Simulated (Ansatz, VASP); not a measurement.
**One calculation of Sb, two programs**

The input INCAR:

```
SYSTEM = Sb
PREC     = Accurate       ! precision mode
ENCUT    = 400            ! plane-wave cutoff, eV
EDIFF    = 1E-8           ! SCF threshold, eV
ISMEAR   = -1             ! smearing method
SIGMA    = 0.05           ! smearing width, eV
LREAL    = .FALSE.        ! projectors in reciprocal space
LASPH    = .TRUE.         ! aspherical terms in the spheres
NELM     = 120            ! most SCF steps
ALGO     = Normal         ! electronic algorithm
ISIF     = 2              ! what is computed and relaxed
LWAVE    = .FALSE.        ! write WAVECAR
LCHARG   = .FALSE.        ! write CHGCAR
GGA      = PS             ! functional
LEFG     = .TRUE.       
NBANDS   = 8              ! bands
GGA_COMPAT= .FALSE.
```

The input KPOINTS:

```
Automatic mesh
0
G
  12 12 12
  0 0 0
```

File POSCAR:

```
Sb
1.0
    0.0000000000      2.3050000000      2.3050000000
    2.3050000000      0.0000000000      2.3050000000
    2.3050000000      2.3050000000      0.0000000000
Sb
1
Direct
    0.0000000000      0.0000000000      0.0000000000
```

Input for Ansatz:

```yaml
crystal:
  lattice:
    - [0.0, 2.305, 2.305]
    - [2.305, 0.0, 2.305]
    - [2.305, 2.305, 0.0]
  atoms:
    - { symbol: Sb, position: [0.0, 0.0, 0.0] }
kpoints:
  mp_grid: { grid: [12, 12, 12] }
  band_path:
    path:
      - [0.0, 0.0, 0.0]
      - [0.5, 0.0, 0.5]
      - [0.625, 0.25, 0.625]
      - [0.375, 0.375, 0.75]
      - [0.0, 0.0, 0.0]
      - [0.5, 0.5, 0.5]
      - [0.5, 0.25, 0.75]
      - [0.5, 0.0, 0.5]
    npoints: 5
scf:
  occupations: { method: fermi_dirac, width: 0.05 }
hamiltonian:
  xc: pbesol
  pseudopotentials: { kind: paw }
output:
  forces: true
  stress: true
  eigenvalues: true
  efg: { contact_densities: true }
```

Alike in both runs: task electric field gradients; functional PBEsol; k mesh 12 × 12 × 12; occupations fermi-dirac, width 0.05 eV; no spin polarisation.

|  | VASP | Ansatz |
| --- | --- | --- |
| version | VASP 6.6.1 | Ansatz 0.2.0 |
| potentials or method | VASP PAW PBE potentials, release 64 (Sb) | PAW with Ansatz's default frozen-core files, scalar-relativistic |
| plane-wave cutoff (eV) | 400 | 420 |
| valence electrons in the cell | 5 | 15 |

```tsv
	VASP	Ansatz	Ansatz less VASP
pressure (GPa)	5.2	5.2	-0.03
```

VASP's potentials were made for PBE, not for PBEsol. With one functional, cell and mesh, what is left measures potentials, basis and numerics. VASP's potentials hold 5 valence electrons a cell and Ansatz's 15, so a difference there can come from the potentials and not from the codes.

Neither program's run includes spin-orbit coupling.
